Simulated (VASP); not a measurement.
# Te2Mo in VASP: further runs, part 2 of 2

VASP 6.6.1. The steps go on from the part before.

### 3 Single point, PBE

Contents of INCAR:

```
ALGO = Normal
EDIFF = 1E-6
ENCUT = 500
GGA = PE
GGA_COMPAT = F
ISIF = 2
ISMEAR = 0
LASPH = T
LCHARG = F
LREAL = F
LWAVE = F
NBANDS = 20
NELM = 120
PREC = Accurate
SIGMA = 0.01
```

Contents of KPOINTS:

```
k-points
0
Gamma
  6 6 1
```

Contents of POSCAR:

```
Te2Mo
1.0
    3.5602328140      0.0000000000      0.0000000000
   -1.7801164070      3.0832520603      0.0000000000
    0.0000000000      0.0000000000     17.5240578200
Te Mo
2 1
Direct
    0.3333333333      0.6666666667      0.8978554500
    0.3333333333      0.6666666667      0.1021445500
    0.0000000000      0.0000000000      0.0000000000
```

Potentials or basis: VASP PAW PBE potentials, release 64 (Te, Mo_sv).

The run is started by

```bash
cat potpaw_PBE.64/Te/POTCAR potpaw_PBE.64/Mo_sv/POTCAR > POTCAR
mpirun -np 1 vasp_std > vasp.out
```

OUTCAR:

```text
EDIFF = 1E-6
   ENCUT = 500
   GGA = PE
   ISIF = 2
   ISMEAR = 0
   LASPH = T
   LREAL = F
   NELM = 120
   PREC = Accurate

 ion  position               nearest neighbor table
   1  0.333  0.667  0.898-   3 2.73   3 2.73   3 2.73   2 3.58
   2  0.333  0.667  0.102-   3 2.73   3 2.73   3 2.73   1 3.58
   3  0.000  0.000  0.000-   1 2.73   2 2.73   1 2.73   2 2.73   1 2.73   2 2.73

  LATTYP: Found a hexagonal cell.
 ALAT       =     3.5602328140
 C/A-ratio  =     4.9221662558

  Lattice vectors:

 A1 = (   3.5602328140,   0.0000000000,   0.0000000000)
 A2 = (  -1.7801164070,   3.0832520603,   0.0000000000)
 A3 = (   0.0000000000,   0.0000000000,  17.5240578200)

Analysis of symmetry for initial positions (statically):
=====================================================================
 Subroutine PRICEL returns:
 Original cell was already a primitive cell.

 Routine SETGRP: Setting up the symmetry group for a
 hexagonal supercell.

[... 146 lines left out ...]
  ---------------------------------------------------
  free energy    TOTEN  =       -18.01875631 eV

  energy without entropy =      -18.01875631  energy(sigma->0) =      -18.01875631

 E-fermi :   0.2072     XC(G=0):  -4.7380

 val. band max:        0.1012316345   @ k =   0.3333   0.3333   0.0000
 cond. band min:       1.1476443523   @ k =   0.3333   0.3333   0.0000
 fundamental gap:      1.0464127178
 Fermi energy:         0.2071786068

 k-point     1 :       0.0000    0.0000    0.0000
  band No.  band energies     occupation
      1     -60.5665      2.00000
      2     -34.7134      2.00000
      3     -34.6164      2.00000
      4     -34.6164      2.00000
      5     -12.4347      2.00000
      6     -11.4519      2.00000
[... 150 lines left out ...]
     19       5.3018      0.00000
     20       7.4701      0.00000

------------------------ aborting loop because EDIFF is reached ----------------------------------------

  FORCE on cell =-STRESS in cart. coord.  units (eV):
  Direction    XX          YY          ZZ          XY          YZ          ZX
  --------------------------------------------------------------------------------------
  -------------------------------------------------------------------------------------
  Total        0.1737882      0.1737882      0.8381390     -0.0000000      0.0000000      0.0000000
  in kB        1.4474675      1.4474675      6.9807889     -0.0000000      0.0000000      0.0000000
  external PRESSURE =       3.2919079 kB  Pullay stress =       0.0000000 kB

 VOLUME and BASIS-vectors are now :
 -----------------------------------------------------------------------------
  energy-cutoff  :      500.00
  volume of cell :      192.36
      direct lattice vectors                 reciprocal lattice vectors
     3.560232814  0.000000000  0.000000000     0.280880508  0.162166437  0.000000000
    -1.780116407  3.083252060  0.000000000     0.000000000  0.324332873  0.000000000
     0.000000000  0.000000000 17.524057820     0.000000000  0.000000000  0.057064409

 POSITION                                       TOTAL-FORCE (eV/Angst)
 -----------------------------------------------------------------------------------
     -0.00000      2.05550     15.73407         0.000000     -0.000000     -0.236609
     -0.00000      2.05550      1.78999        -0.000000     -0.000000      0.236609
      0.00000      0.00000      0.00000        -0.000000      0.000000      0.000000
 -----------------------------------------------------------------------------------
    total drift:                                0.000000     -0.000000     -0.000000

  FREE ENERGIE OF THE ION-ELECTRON SYSTEM (eV)
  ---------------------------------------------------
  free  energy   TOTEN  =       -18.0187563091 eV

  energy  without entropy=      -18.0187563091  energy(sigma->0) =      -18.01875631
```

stdout:

```text
POSCAR found type information on POSCAR TeMo
 POSCAR found :  2 types and       3 ions
 scaLAPACK will be used
 LDA part: xc-table for (Slater+PW92), standard interpolation
 POSCAR, INCAR and KPOINTS ok, starting setup
 FFT: planning ... GRIDC
 FFT: planning ... GRID_SOFT
 FFT: planning ... GRID
 WAVECAR not read
 entering main loop
```

It took 22 s on 1 thread of Intel Xeon 6975P-C (Granite Rapids), shared host; peak memory 0.3 GiB.

Results:

- Free energy: -18.0188 eV
- Largest force: 0.237 eV/Å
- Band gap on the k mesh: 1.05 eV, direct

Forces in eV/Å, atoms in the order of the input:
```
Te   0.000  0.000 -0.237
Te   0.000  0.000  0.237
Mo   0.000  0.000  0.000
```

Caveat: spin-orbit coupling is left out, which moves the levels of the heavy elements.

### 4 Single point, PBE

Contents of INCAR:

```
  ALGO = Normal
  EDIFF = 1E-6
  ENCUT = 500
  GGA = PE
  GGA_COMPAT = False
  ISIF = 2
  ISMEAR = -1
  LASPH = True
  LCHARG = False
  LREAL = False
  LWAVE = False
  NBANDS = 20
  NELM = 120
  PREC = Accurate
  SIGMA = 0.14
```

KPOINTS is that of step 3.

POSCAR is that of step 3.

Potentials or basis: VASP PAW PBE potentials, release 64 (Te, Mo_sv).

The run is started by

```bash
cat potpaw_PBE.64/Te/POTCAR potpaw_PBE.64/Mo_sv/POTCAR > POTCAR
mpirun -np 1 vasp_std > vasp.out
```

OUTCAR:

```text
EDIFF = 1E-6
   ENCUT = 500
   GGA = PE
   ISIF = 2
   ISMEAR = -1
   LASPH = True
   LREAL = False
   NELM = 120
   PREC = Accurate

 ion  position               nearest neighbor table
   1  0.333  0.667  0.898-   3 2.73   3 2.73   3 2.73   2 3.58
   2  0.333  0.667  0.102-   3 2.73   3 2.73   3 2.73   1 3.58
   3  0.000  0.000  0.000-   1 2.73   2 2.73   1 2.73   2 2.73   1 2.73   2 2.73

  LATTYP: Found a hexagonal cell.
 ALAT       =     3.5602328140
 C/A-ratio  =     4.9221662558
[... 334 lines left out ...]

  FORCE on cell =-STRESS in cart. coord.  units (eV):
  Direction    XX          YY          ZZ          XY          YZ          ZX
  --------------------------------------------------------------------------------------
  -------------------------------------------------------------------------------------
  Total        0.1860696      0.1860696      0.8414775      0.0000000      0.0000000      0.0000000
  in kB        1.5497580      1.5497580      7.0085953      0.0000000      0.0000000      0.0000000
  external PRESSURE =       3.3693704 kB  Pullay stress =       0.0000000 kB

 VOLUME and BASIS-vectors are now :
 -----------------------------------------------------------------------------
  energy-cutoff  :      500.00
  volume of cell :      192.36
      direct lattice vectors                 reciprocal lattice vectors
     3.560232814  0.000000000  0.000000000     0.280880508  0.162166437  0.000000000
    -1.780116407  3.083252060  0.000000000     0.000000000  0.324332873  0.000000000
     0.000000000  0.000000000 17.524057820     0.000000000  0.000000000  0.057064409

 POSITION                                       TOTAL-FORCE (eV/Angst)
 -----------------------------------------------------------------------------------
     -0.00000      2.05550     15.73407         0.000000      0.000000     -0.237540
     -0.00000      2.05550      1.78999         0.000000      0.000000      0.237540
      0.00000      0.00000      0.00000        -0.000000      0.000000      0.000000
 -----------------------------------------------------------------------------------
    total drift:                                0.000000     -0.000000     -0.000000

  FREE ENERGIE OF THE ION-ELECTRON SYSTEM (eV)
  ---------------------------------------------------
  free  energy   TOTEN  =       -18.0202250913 eV

  energy  without entropy=      -18.0112699930  energy(sigma->0) =      -18.01574754
```

OSZICAR:

```text
N       E                     dE             d eps       ncg     rms          rms(c)
DAV:   1     0.122271188271E+03    0.12227E+03   -0.11267E+04   384   0.998E+02
DAV:   2    -0.115608765505E+02   -0.13383E+03   -0.13165E+03   388   0.219E+02
DAV:   3    -0.185098372636E+02   -0.69490E+01   -0.68840E+01   352   0.411E+01
[... 13 lines left out ...]
DAV:  17    -0.180201671608E+02   -0.38275E-04   -0.31981E-06   304   0.700E-03    0.430E-03
DAV:  18    -0.180202112699E+02   -0.44109E-04   -0.17067E-06   248   0.381E-03    0.208E-03
DAV:  19    -0.180202202030E+02   -0.89331E-05   -0.32936E-07   248   0.174E-03    0.604E-04
DAV:  20    -0.180202247667E+02   -0.45637E-05   -0.20152E-07   224   0.110E-03    0.560E-04
DAV:  21    -0.180202250913E+02   -0.32467E-06   -0.10093E-08   220   0.372E-04
   1 F= -.18020225E+02 E0= -.18015748E+02  d E =-.895510E-02
```

It took 22 s on 1 thread of Intel Xeon 6975P-C (Granite Rapids), shared host; peak memory 0.29 GiB.

Results:

```
Free energy            : -18.0202 eV
Largest force          : 0.238 eV/Å
Band gap on the k mesh : 1.05 eV, direct
```

Forces in eV/Å, atoms in the order of the input:
```
Te   0.000  0.000 -0.238
Te   0.000  0.000  0.238
Mo   0.000  0.000  0.000
```

Levels at points of the mesh, in eV from the valence-band top:
| k point | band 10 | band 11 | band 12 | band 13 | band 14 | band 15 | band 16 | band 17 |
| --- | --- | --- | --- | --- | --- | --- | --- | --- |
| (0.00, 0.00, 0.00) | -1.62 | -0.91 | -0.91 | -0.39 | 3.06 | 3.06 | 3.36 | 3.36 |
| (0.50, 0.00, 0.00) | -2.30 | -1.55 | -0.71 | -0.35 | 1.39 | 1.74 | 3.32 | 3.71 |

Caveat: spin-orbit coupling is left out, which moves the levels of the heavy elements.

### 5 The runs side by side

| k mesh | smearing | gap on the mesh (eV) | largest force (eV/Å) |
| --- | --- | --- | --- |
| 4 × 4 × 1 | tetrahedron | 1.70 | 0.24 |
| 6 × 6 × 1 | gaussian 0.01 eV | 1.05 | 0.24 |
| 6 × 6 × 1 | fermi-dirac 0.14 eV | 1.05 | 0.24 |

Alike in all rows: task single point; level PBE; potentials or basis VASP PAW PBE potentials, release 64 (Te, Mo_sv); no spin polarisation; cell as given; cutoff (eV) 500.

Caveats: some runs use coarse meshes; spin-orbit coupling is left out, which moves the levels of the heavy elements.

Absolute energies hang on the potentials; compare differences alone.
